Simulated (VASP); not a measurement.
# Li (P6_3/mmc) in VASP: further runs

Runs on Li. Level: RPBE. Tasks: single point.

Program: VASP 6.6.1. These are calculated values, not measurements. Logs are shortened: lines on timing, memory, paths and dates and some standing lists are left out, and cuts for length are marked.

### Step 1. The cell of the first run

The structure is hexagonal, space group P6_3/mmc (No. 194). The conventional cell has a = 3.059 Å, b = 3.059 Å, c = 4.991 Å, α = 90.00°, β = 90.00°, γ = 120.00°. Within 4.0 Å of Li (site symmetry -6m2) lie 12 Li at 3.06 Å.

### Step 2. Single point, RPBE (volume scaled by 0.96)

INCAR

```
ALGO = Normal
EDIFF = 1E-6
ENCUT = 520
GGA = RP
ISIF = 2
ISMEAR = -1
LASPH = T
LCHARG = F
LREAL = F
LWAVE = F
NBANDS = 10
NELM = 60
PREC = Accurate
SIGMA = 0.1
```

KPOINTS

```
k-points
0
Gamma
  13 13 7
```

POSCAR

```
Li
1.0
    3.0590839017      0.0000000000      0.0000000000
   -1.5295419509      2.6492443712      0.0000000000
    0.0000000000      0.0000000000      4.9905583994
Li
2
Direct
    0.3333333333      0.6666666667      0.2500000000
    0.6666666667      0.3333333333      0.7500000000
```

Potentials or basis: VASP PAW PBE potentials, release 64 (Li_sv).

The run is started by

```bash
> cat potpaw_PBE.64/Li_sv/POTCAR > POTCAR
> mpirun -np 1 vasp_std > vasp.out
```

OUTCAR:

```text
EDIFF = 1E-6
   ENCUT = 520
   GGA = RP
   ISIF = 2
   ISMEAR = -1
   LASPH = T
   LREAL = F
   NELM = 60
   PREC = Accurate

 ion  position               nearest neighbor table
   1  0.333  0.667  0.250-
   2  0.667  0.333  0.750-

  LATTYP: Found a hexagonal cell.
 ALAT       =     3.0590839017
 C/A-ratio  =     1.6313898408

  Lattice vectors:

 A1 = (   3.0590839017,   0.0000000000,   0.0000000000)
 A2 = (  -1.5295419509,   2.6492443712,   0.0000000000)
 A3 = (   0.0000000000,   0.0000000000,   4.9905583994)

Analysis of symmetry for initial positions (statically):
=====================================================================
 Subroutine PRICEL returns:
 Original cell was already a primitive cell.

 Routine SETGRP: Setting up the symmetry group for a
 hexagonal supercell.

 Subroutine GETGRP returns: Found 24 space group operations
 (whereof 12 operations were pure point group operations)
 out of a pool of 24 trial point group operations.

The static configuration has the point symmetry D_3d.
 The point group associated with its full space group is D_6h.

Analysis of symmetry for dynamics (positions and initial velocities):
=====================================================================
 Subroutine PRICEL returns:
 Original cell was already a primitive cell.

 Routine SETGRP: Setting up the symmetry group for a
 hexagonal supercell.

 Subroutine GETGRP returns: Found 24 space group operations
 (whereof 12 operations were pure point group operations)
 out of a pool of 24 trial point group operations.

The dynamic configuration has the point symmetry D_3d.
 The point group associated with its full space group is D_6h.

 Subroutine INISYM returns: Found 24 space group operations
 (whereof 12 operations are pure point group operations),
 and found     1 'primitive' translations

----------------------------------------------------------------------------------------

                                     Primitive cell

  volume of cell :      40.4448

  direct lattice vectors                    reciprocal lattice vectors
     3.059083902  0.000000000  0.000000000     0.326895251  0.188733061  0.000000000
    -1.529541951  2.649244371  0.000000000     0.000000000  0.377466122  0.000000000
     0.000000000  0.000000000  4.990558399     0.000000000  0.000000000  0.200378379

  length of vectors
[... 80 lines left out ...]
   ENCUT  =  520.0 eV  38.22 Ry    6.18 a.u.   5.69  5.69  9.28*2*pi/ulx,y,z
   NELM   =     60;   NELMIN=  2; NELMDL= -5     # of ELM steps
   EDIFF  = 0.1E-05   stopping-criterion for ELM
   LREAL  =      F    real-space projection
   EDIFFG = 0.1E-04   stopping-criterion for IOM
   NSW    =      0    number of steps for IOM
   IBRION =     -1    ionic relax: 0-MD 1-quasi-New 2-CG
   NFREE  =      0    steps in history (QN), initial steepest desc. (CG)
   ISIF   =      2    stress and relaxation
   ISYM   =      2    0-nonsym 1-usesym 2-fastsym
   POTIM  = 0.5000    time-step for ionic-motion
   TEBEG  =    0.0;   TEEND  =   0.0 temperature during run
   PSTRESS=    0.0 pullay stress
   NELECT =       6.0000    total number of electrons
   NUPDOWN=      -1.0000    fix difference up-down
   EMIN   =  10.00;   EMAX   =-10.00  energy-range for DOS
   EFERMI =   0.00;   METHOD = LEGACY
   ISMEAR =    -1;   SIGMA  =   0.10  broadening in eV -4-tet -1-fermi 0-gaus
   EFERMI_NEDOS =   21; number of points for ismear=-14 and -15
   IALGO  =     38    algorithm
   IMIX   =      4    mixing-type and parameters
     AMIX     =   0.40;   BMIX     =  1.00
     AMIX_MAG =   1.60;   BMIX_MAG =  1.00
  volume/ion in A,a.u.               =      20.22       136.47
  Fermi-wavevector in a.u.,A,eV,Ry     =   0.866638  1.637708 10.218811  0.751061
  Thomas-Fermi vector in A             =   1.985056
   LORBIT       =      0    0 simple, 1 ext, 2 COOP (PROOUT), +10 PAW based schemes
   GGA     = RP    functional components
   LHFCALC =     F    Hartree Fock is set to
   AEXX    =    0.0000 exact exchange contribution
   IVDW    =     0    specifies the selected vdW correction
   LEPSILON=     F    determine dielectric tensor
   LRPA    =     F    only Hartree local field effects (RPA)
 non-spin polarized calculation
  energy-cutoff  :      520.00
  volume of cell :       40.44
 maximum number of plane-waves:      1104
 NGX is ok and might be reduce to    24
   NGX = 11   NGY = 11   NGZ = 19

 number of electron       5.9999999 magnetization

 Free energy of the ion-electron system (eV)
  ---------------------------------------------------
  ext. energy  EPLUGINS =         0.00000000
  ---------------------------------------------------
  free energy    TOTEN  =        -3.63697291 eV

  energy without entropy =       -3.60290538  energy(sigma->0) =       -3.61993914

 E-fermi :   0.6886     XC(G=0):  -7.0141

 val. band max:        0.6855817570   @ k =   0.0000   0.0000   0.0000
 cond. band min:       0.6957878512   @ k =   0.4615   0.0769   0.0000
 fundamental gap:      0.0102060942
 Fermi energy:         0.6885899276

 k-point     1 :       0.0000    0.0000    0.0000
  band No.  band energies     occupation
      1     -46.0230      2.00000
      2     -46.0053      2.00000
      3      -2.8794      2.00000
      4       0.6856      1.01504
      5       3.6404      0.00000
      6      13.3262      0.00000
      7      13.3263      0.00000
      8      14.7230      0.00000
      9      14.7231      0.00000
     10      15.4432      0.00000
[... 287 lines left out ...]
 k-point    24 :       0.1538   -0.0000    0.1429
  band No.  band energies     occupation
      1     -46.0188      2.00000
      2     -46.0045      2.00000
      3      -2.4092      2.00000
      4       0.6602      1.14102
      5       4.5148      0.00000
      6      10.4008      0.00000
      7      11.6860      0.00000
      8      13.8414      0.00000
      9      14.0806      0.00000
     10      14.8675      0.00000

 [... further k-points ...]
[... 5 lines left out ...]
  --------------------------------------------------------------------------------------
  -------------------------------------------------------------------------------------
  Total        0.1107692      0.1107692      0.1658760     -0.0000000      0.0000000      0.0000000
  in kB        4.3880039      4.3880039      6.5710025     -0.0000000      0.0000000      0.0000000
  external PRESSURE =       5.1156701 kB  Pullay stress =       0.0000000 kB

 VOLUME and BASIS-vectors are now :
 -----------------------------------------------------------------------------
  energy-cutoff  :      520.00
  volume of cell :       40.44
      direct lattice vectors                 reciprocal lattice vectors
     3.059083902  0.000000000  0.000000000     0.326895251  0.188733061  0.000000000
    -1.529541951  2.649244371  0.000000000     0.000000000  0.377466122  0.000000000
     0.000000000  0.000000000  4.990558399     0.000000000  0.000000000  0.200378379

 POSITION                                       TOTAL-FORCE (eV/Angst)
 -----------------------------------------------------------------------------------
     -0.00000      1.76616      1.24764         0.000000     -0.000000      0.000000
      1.52954      0.88308      3.74292        -0.000000      0.000000      0.000000
 -----------------------------------------------------------------------------------
    total drift:                               -0.000000      0.000000      0.000000

  FREE ENERGIE OF THE ION-ELECTRON SYSTEM (eV)
  ---------------------------------------------------
  free  energy   TOTEN  =        -3.6369729083 eV

  energy  without entropy=       -3.6029053815  energy(sigma->0) =       -3.61993914
```

Run time: 16 s. Hardware: 1 thread of Intel Xeon 6975P-C, shared host; peak memory 0.16 GiB.

What came out:

| Item | Value |
| --- | --- |
| Free energy | -3.6370 eV |
| Band gap on the k mesh | zero (band 3 reaches 2.33 eV, above the bottom of band 4 at -1.42 eV) |

Caveat: the cell differs from its parent crystal (volume scaled by 0.96); the cutoff is under 1.25 times the usual one of these potentials, so pressure, stress and relaxed cells hold a basis-set (Pulay) error; the PAW data sets were made with another functional, which shifts forces and pressure a little.

### Step 3. Single point, RPBE

This run uses another cell than the first one, of 21.06 Å³/atom, 1.042 times its volume.

INCAR

```
SYSTEM = Li
ALGO = Normal
EDIFF = 1E-7
ENCUT = 520
GGA = RP
ISIF = 2
ISMEAR = -1
LASPH = .TRUE.
LCHARG = .FALSE.
LREAL = .FALSE.
LWAVE = .FALSE.
NBANDS = 10
NELM = 100
PREC = Accurate
SIGMA = 0.1
```

KPOINTS

```
k-points
0
G
  13 13 7
  0 0 0
```

POSCAR

```
Li
1.0
    3.1009943686      0.0000000000      0.0000000000
   -1.5504971843      2.6855399002      0.0000000000
    0.0000000000      0.0000000000      5.0589307093
Li
2
Direct
    0.3333333333      0.6666666667      0.2500000000
    0.6666666667      0.3333333333      0.7500000000
```

Potentials or basis: VASP PAW PBE potentials, release 64 (Li_sv).

The run is started by

```bash
> cat potpaw_PBE.64/Li_sv/POTCAR > POTCAR
> mpirun -np 1 vasp_std > vasp.out
```

Wall time 21 s (1 thread of Intel Xeon 6975P-C, shared host); peak memory 0.16 GiB.

The run converged. Its results:

```
Free energy            : -3.6402 eV
Band gap on the k mesh : zero (band 3 reaches 2.18 eV, above the bottom of band 4 at -1.50 eV)
```

Levels at points of the mesh, in eV from the Fermi level:
```tsv
k point	band 1	band 2	band 3	band 4	band 5	band 6	band 7
(0.00, 0.00, 0.00)	-46.78	-46.77	-3.51	0.01	2.82	12.28	12.28
```

Caveat: the cutoff is under 1.25 times the usual one of these potentials, so pressure, stress and relaxed cells hold a basis-set (Pulay) error; the PAW data sets were made with another functional, which shifts forces and pressure a little.
